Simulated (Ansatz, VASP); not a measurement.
**MgZnS: VASP beside Ansatz**

File INCAR:

```
ALGO     = Normal         # electronic algorithm
EDIFF    = 1E-7           # SCF threshold, eV
EDIFFG   = -0.01          # ionic threshold
ENCUT    = 600            # plane-wave cutoff, eV
GGA      = PE             # functional
IBRION   = 2              # ionic algorithm
ISIF     = 3              # what is computed and relaxed
ISMEAR   = 0              # smearing method
LASPH    = True           # aspherical terms in the spheres
LCHARG   = False          # write CHGCAR
LREAL    = False          # projectors in reciprocal space
LWAVE    = False          # write WAVECAR
NELM     = 60             # most SCF steps
NSW      = 100            # ionic steps
PREC     = Accurate       # precision mode
SIGMA    = 0.1            # smearing width, eV
```

The input KPOINTS:

```
k-points
0
Gamma
  8 8 4
```

Contents of POSCAR:

```
MgZnS
1.0
    3.6356107961      0.0000000000      0.0000000000
    0.0000000000      3.6356107961      0.0000000000
    0.0000000000      0.0000000000      8.2073285648
Mg Zn S
2 2 2
Direct
    0.5000000000      0.0000000000      0.8309581644
    0.0000000000      0.5000000000      0.1690418356
    0.0000000000      0.5000000000      0.5346832853
    0.5000000000      0.0000000000      0.4653167147
    0.0000000000      0.5000000000      0.8415996973
    0.5000000000      0.0000000000      0.1584003027
```

Input for Ansatz:

```yaml
crystal:
  lattice:
    - [3.6356107961, 0.0, 0.0]
    - [0.0, 3.6356107961, 0.0]
    - [0.0, 0.0, 8.2073285648]
  atoms:
    - { symbol: Mg, position: [0.5, 0.0, 0.8309581644] }
    - { symbol: Mg, position: [0.0, 0.5, 0.1690418356] }
    - { symbol: Zn, position: [0.0, 0.5, 0.5346832853] }
    - { symbol: Zn, position: [0.5, 0.0, 0.4653167147] }
    - { symbol: S, position: [0.0, 0.5, 0.8415996973] }
    - { symbol: S, position: [0.5, 0.0, 0.1584003027] }
basis:
  ecutwfc: 420
kpoints:
  mp_grid: { grid: [8, 8, 4] }
hamiltonian:
  xc: pbe
scf:
  occupations: { method: gaussian, width: 0.1 }
output:
  forces: true
  stress: true
  eigenvalues: true
  write_density: true
  write_potential: true
  elf: true
  volumetric_format: npy
relax:
  adjacent_minimum: "off"
  f_tol: 0.01
  max_steps: 80
  cell: { stress_tol: 0.05 }
```

Change from the starting cell: species swapped into the GaReSi type (P4/nmm, No. 129).

Alike in both runs: task relaxation of cell and atoms; functional PBE; k mesh 8 × 8 × 4; occupations gaussian, width 0.1 eV; no spin polarisation.

```csv
,VASP,Ansatz
version,VASP 6.6.1,Ansatz 0.2.0
potentials or method,"VASP PAW PBE potentials, release 64 (Mg, Zn, S), cutoff 600 eV","scalar-relativistic, plane waves, PAW"
valence electrons in the cell,40,56
```

VASP gave:

- gap on the k mesh at the Fermi level, each at its own relaxed structure (eV): none
- relaxed volume (Å³/atom): 18.01
- relaxed cell length with the largest relative difference (Å): 3.639

**Question.** Which values does Ansatz return?

**Answer.** gap on the k mesh at the Fermi level, each at its own relaxed structure (eV): none; relaxed volume (Å³/atom): 18.04; relaxed cell length with the largest relative difference (Å): 3.642.

A gap of «none» marks a metal or a gap that the smearing closes. VASP's potentials hold 40 valence electrons a cell and Ansatz's 56, so a difference there can come from the potentials and not from the codes.
